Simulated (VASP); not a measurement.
# Al (Im-3m) in VASP: further runs

Al is run at these levels: PBE, revPBE+D3(BJ); tasks: single point.

Everything below comes from runs of VASP 6.6.1. Logs are shortened: lines on timing, memory, paths and dates and some standing lists are left out, and cuts for length are marked.

## (1) The cell of the first run

The structure is cubic, space group Im-3m (No. 229). Conventional cell: a = 3.161 Å, b = 3.161 Å, c = 3.161 Å, α = 90.00°, β = 90.00°, γ = 90.00°. Within 3.6 Å of Al (site symmetry m-3m) lie 14 Al at 2.74 to 3.16 Å.

## (2) Single point, PBE, collinear spin, ferromagnetic start (volume scaled by 0.98)

Input file INCAR:

```
SYSTEM = Al
PREC = Accurate
ENCUT = 520
EDIFF = 1E-6
ISMEAR = -1
SIGMA = 0.1
LREAL = .False.
LASPH = .True.
NELM = 150
ALGO = Normal
ISIF = 2
LWAVE = .False.
LCHARG = .True.
ISPIN = 2
MAGMOM = 1
LORBIT = 11
NUPDOWN = 1.0
GGA = PE
LELF = .True.
LVHAR = .True.
NBANDS = 12
```

Input file KPOINTS:

```
Automatic mesh
0
Gamma
  12 12 12
  0 0 0
```

Input file POSCAR:

```
Al
1.0
   -1.5805390481      1.5805390481      1.5805390481
    1.5805390481     -1.5805390481      1.5805390481
    1.5805390481      1.5805390481     -1.5805390481
Al
1
Direct
    0.0000000000      0.0000000000      0.0000000000
```

Potentials or basis: VASP PAW PBE potentials, release 64 (Al).

On the command line:

```
> cat potpaw_PBE.64/Al/POTCAR > POTCAR
> mpirun -np 1 vasp_std > vasp.out
```

OUTCAR:

```text
SYSTEM = Al
   PREC = Accurate
   ENCUT = 520
   EDIFF = 1E-6
   ISMEAR = -1
   LREAL = .False.
   LASPH = .True.
   NELM = 150
   ISIF = 2
   ISPIN = 2
   LORBIT = 11
   NUPDOWN = 1.0
   GGA = PE

 ion  position               nearest neighbor table
   1  0.000  0.000  0.000-

  LATTYP: Found a body centered cubic cell.
 ALAT       =     3.1610780962

  Lattice vectors:

 A1 = (  -1.5805390481,   1.5805390481,   1.5805390481)
 A2 = (   1.5805390481,  -1.5805390481,   1.5805390481)
 A3 = (   1.5805390481,   1.5805390481,  -1.5805390481)

Analysis of symmetry for initial positions (statically):
=====================================================================
 Subroutine PRICEL returns:
 Original cell was already a primitive cell.

 Routine SETGRP: Setting up the symmetry group for a
 body centered cubic supercell.

 Subroutine GETGRP returns: Found 48 space group operations
 (whereof 48 operations were pure point group operations)
 out of a pool of 48 trial point group operations.

The static configuration has the point symmetry O_h .

Analysis of symmetry for dynamics (positions and initial velocities):
=====================================================================
 Subroutine PRICEL returns:
 Original cell was already a primitive cell.

 Routine SETGRP: Setting up the symmetry group for a
 body centered cubic supercell.

 Subroutine GETGRP returns: Found 48 space group operations
 (whereof 48 operations were pure point group operations)
 out of a pool of 48 trial point group operations.

The dynamic configuration has the point symmetry O_h .

Analysis of structural, dynamic, and magnetic symmetry:
=====================================================================
 Subroutine PRICEL returns:
 Original cell was already a primitive cell.

 Routine SETGRP: Setting up the symmetry group for a
 body centered cubic supercell.

 Subroutine GETGRP returns: Found 48 space group operations
 (whereof 48 operations were pure point group operations)
 out of a pool of 48 trial point group operations.

The overall configuration has the point symmetry O_h .

 Subroutine INISYM returns: Found 48 space group operations
 (whereof 48 operations are pure point group operations),
 and found     1 'primitive' translations

----------------------------------------------------------------------------------------

                                     Primitive cell

  volume of cell :      15.7934

  direct lattice vectors                    reciprocal lattice vectors
    -1.580539048  1.580539048  1.580539048     0.000000000  0.316347768  0.316347768
     1.580539048 -1.580539048  1.580539048     0.316347768  0.000000000  0.316347768
     1.580539048  1.580539048 -1.580539048     0.316347768  0.316347768  0.000000000

  length of vectors
     2.737573935  2.737573935  2.737573935     0.447383304  0.447383304  0.447383304

  position of ions in fractional coordinates (direct lattice)
     0.000000000  0.000000000  0.000000000

  ion indices of the primitive-cell ions
   primitive index   ion index
                 1           1

----------------------------------------------------------------------------------------

 KPOINTS: Automatic mesh

Automatic generation of k-mesh.
 Grid dimensions read from file:
 generate k-points for:   12   12   12

 Generating k-lattice:

  Cartesian coordinates                     Fractional coordinates (reciprocal lattice)
     0.000000000  0.026362314  0.026362314     0.083333333  0.000000000  0.000000000
     0.026362314  0.000000000  0.026362314     0.000000000  0.083333333  0.000000000
     0.026362314  0.026362314  0.000000000     0.000000000  0.000000000  0.083333333

  Length of vectors
     0.037281942  0.037281942  0.037281942

  Shift w.r.t. Gamma in fractional coordinates (k-lattice)
     0.000000000  0.000000000  0.000000000

 Subroutine IBZKPT returns following result:
 ===========================================

 Found     72 irreducible k-points:

 Following reciprocal coordinates:
            Coordinates               Weight
  0.000000  0.000000  0.000000      1.000000
  0.083333  0.000000  0.000000     12.000000
  0.166667  0.000000  0.000000     12.000000
  0.250000  0.000000  0.000000     12.000000
  0.333333  0.000000  0.000000     12.000000
  0.416667  0.000000  0.000000     12.000000
[... 16 lines left out ...]
  0.333333  0.083333  0.083333     24.000000
  0.416667  0.083333  0.083333     12.000000
 [... further k-points ...]
   k-points           NKPTS =     72   k-points in BZ     NKDIM =     72   number of bands    NBANDS=     12
   number of dos      NEDOS =    301   number of ions     NIONS =      1
   total plane-waves  NPLWV =   8000
   dimension x,y,z NGX =    20 NGY =   20 NGZ =   20
   dimension x,y,z NGXF=    40 NGYF=   40 NGZF=   40
   ions per type =               1
   NGX,Y,Z   is equivalent  to a cutoff of  12.15, 12.15, 12.15 a.u.
   NGXF,Y,Z  is equivalent  to a cutoff of  24.29, 24.29, 24.29 a.u.
 SYSTEM =  Al
   PREC   = accura    normal or accurate (medium, high low for compatibility)
   ISTART =      0    job   : 0-new  1-cont  2-samecut
   ICHARG =      2    charge: 1-file 2-atom 10-const
   ISPIN  =      2    spin polarized calculation?
   LNONCOLLINEAR =      F non collinear calculations
   LSORBIT =      F    spin-orbit coupling
   LASPH  =      T    aspherical Exc in radial PAW
   ENCUT  =  520.0 eV  38.22 Ry    6.18 a.u.   5.09  5.09  5.09*2*pi/ulx,y,z
   NELM   =    150;   NELMIN=  2; NELMDL= -5     # of ELM steps
   EDIFF  = 0.1E-05   stopping-criterion for ELM
   LREAL  =      F    real-space projection
   EDIFFG = 0.1E-04   stopping-criterion for IOM
   NSW    =      0    number of steps for IOM
   IBRION =     -1    ionic relax: 0-MD 1-quasi-New 2-CG
   NFREE  =      0    steps in history (QN), initial steepest desc. (CG)
   ISIF   =      2    stress and relaxation
   ISYM   =      2    0-nonsym 1-usesym 2-fastsym
   POTIM  = 0.5000    time-step for ionic-motion
   TEBEG  =    0.0;   TEEND  =   0.0 temperature during run
   PSTRESS=    0.0 pullay stress
   NELECT =       3.0000    total number of electrons
   NUPDOWN=       1.0000    fix difference up-down
   EMIN   =  10.00;   EMAX   =-10.00  energy-range for DOS
   EFERMI =   0.00;   METHOD = LEGACY
   ISMEAR =    -1;   SIGMA  =   0.10  broadening in eV -4-tet -1-fermi 0-gaus
   EFERMI_NEDOS =   21; number of points for ismear=-14 and -15
   IALGO  =     38    algorithm
   IMIX   =      4    mixing-type and parameters
     AMIX     =   0.40;   BMIX     =  1.00
     AMIX_MAG =   1.60;   BMIX_MAG =  1.00
  volume/ion in A,a.u.               =      15.79       106.58
  Fermi-wavevector in a.u.,A,eV,Ry     =   0.941073  1.778370 12.049572  0.885619
  Thomas-Fermi vector in A             =   2.068548
   LORBIT       =     11    0 simple, 1 ext, 2 COOP (PROOUT), +10 PAW based schemes
   GGA     = PE    functional components
   LHFCALC =     F    Hartree Fock is set to
   AEXX    =    0.0000 exact exchange contribution
   IVDW    =     0    specifies the selected vdW correction
   LEPSILON=     F    determine dielectric tensor
   LRPA    =     F    only Hartree local field effects (RPA)
 spin polarized calculation
  energy-cutoff  :      520.00
  volume of cell :       15.79
 maximum number of plane-waves:       436
   NGX = 11   NGY = 11   NGZ = 11

 number of electron       3.0000000 magnetization       1.0000000

 Free energy of the ion-electron system (eV)
  ---------------------------------------------------
  ext. energy  EPLUGINS =         0.00000000
  ---------------------------------------------------
  free energy    TOTEN  =        -2.71009242 eV

  energy without entropy =       -2.69829104  energy(sigma->0) =       -2.70419173

 E-fermi :   6.4494     XC(G=0): -10.3044

 val. band max:       10.1845793999   @ k =  -0.4167   0.4167   0.4167
 cond. band min:       6.7379212591   @ k =  -0.4167   0.5000   0.0833
 fundamental gap:     -3.4466581408
 Fermi energy:        10.1925284829

 spin component 1

 k-point     1 :       0.0000    0.0000    0.0000
  band No.  band energies     occupation
      1      -3.5392      1.00000
      2      21.3924      0.00000
      3      21.3924      0.00000
      4      21.3924      0.00000
      5      23.3422      0.00000
      6      23.3422      0.00000
      7      23.3422      0.00000
      8      24.6102      0.00000
      9      24.6102      0.00000
     10      26.7601      0.00000
     11      26.7601      0.00000
     12      26.7601      0.00000
[... 331 lines left out ...]
 k-point    24 :       0.4167    0.0833    0.0833
  band No.  band energies     occupation
      1       3.7874      1.00000
      2       4.3986      1.00000
      3      12.9074      0.00000
      4      13.7707      0.00000
      5      22.2476      0.00000
      6      22.8861      0.00000
      7      29.3854      0.00000
      8      30.8368      0.00000
      9      32.5664      0.00000
     10      33.5821      0.00000
     11      36.4429      0.00000
     12      42.1493      0.00000

 [... further k-points ...]

 spin component 2

 k-point     1 :       0.0000    0.0000    0.0000
  band No.  band energies     occupation
      1      -2.2905      1.00000
      2      22.7566      0.00000
      3      22.7566      0.00000
      4      22.7566      0.00000
      5      24.3796      0.00000
      6      24.3796      0.00000
      7      24.3796      0.00000
      8      25.7356      0.00000
      9      25.7356      0.00000
     10      28.0694      0.00000
     11      28.0694      0.00000
     12      28.0694      0.00000
[... 331 lines left out ...]
 k-point    24 :       0.4167    0.0833    0.0833
  band No.  band energies     occupation
      1       5.0566      1.00000
      2       5.6224      0.99974
      3      14.1829      0.00000
      4      14.9667      0.00000
      5      23.4485      0.00000
      6      24.0253      0.00000
      7      30.5459      0.00000
      8      31.9268      0.00000
      9      33.6681      0.00000
     10      34.8384      0.00000
     11      37.4731      0.00000
     12      43.4138      0.00000

 [... further k-points ...]

------------------------ aborting loop because EDIFF is reached ----------------------------------------

  FORCE on cell =-STRESS in cart. coord.  units (eV):
  Direction    XX          YY          ZZ          XY          YZ          ZX
  --------------------------------------------------------------------------------------
  -------------------------------------------------------------------------------------
  Total        1.2779205      1.2779205      1.2779205      0.0000000      0.0000000     -0.0000000
  in kB      129.6399192    129.6399192    129.6399192      0.0000000      0.0000000     -0.0000000
  external PRESSURE =     129.6399192 kB  Pullay stress =       0.0000000 kB

 VOLUME and BASIS-vectors are now :
 -----------------------------------------------------------------------------
  energy-cutoff  :      520.00
  volume of cell :       15.79
      direct lattice vectors                 reciprocal lattice vectors
    -1.580539048  1.580539048  1.580539048     0.000000000  0.316347768  0.316347768
     1.580539048 -1.580539048  1.580539048     0.316347768  0.000000000  0.316347768
     1.580539048  1.580539048 -1.580539048     0.316347768  0.316347768  0.000000000

 POSITION                                       TOTAL-FORCE (eV/Angst)
 -----------------------------------------------------------------------------------
      0.00000      0.00000      0.00000         0.000000     -0.000000     -0.000000
 -----------------------------------------------------------------------------------
    total drift:                                0.000000      0.000000     -0.000000

  FREE ENERGIE OF THE ION-ELECTRON SYSTEM (eV)
  ---------------------------------------------------
  free  energy   TOTEN  =        -2.7100924241 eV

  energy  without entropy=       -2.6982910388  energy(sigma->0) =       -2.70419173

 total charge

# of ion       s       p       d       tot
------------------------------------------
    1        0.436   0.354   0.000   0.790

 magnetization (x)

# of ion       s       p       d       tot
------------------------------------------
    1        0.102   0.153   0.000   0.255
```

It took 12 s on 1 thread of Intel Xeon 6975P-C (Granite Rapids), shared host; peak memory 0.13 GiB.

Results:

* Free energy: -2.7101 eV
* Pressure: 13.0 GPa
* Net moment: 1.00 μB per cell
* Site moments: Al +0.26 μB
* Valence electrons inside the program's atomic spheres: Al 0.79

Caveat: the total moment is fixed, so each spin has its own Fermi level.

(Continued in part 2 of 2.)
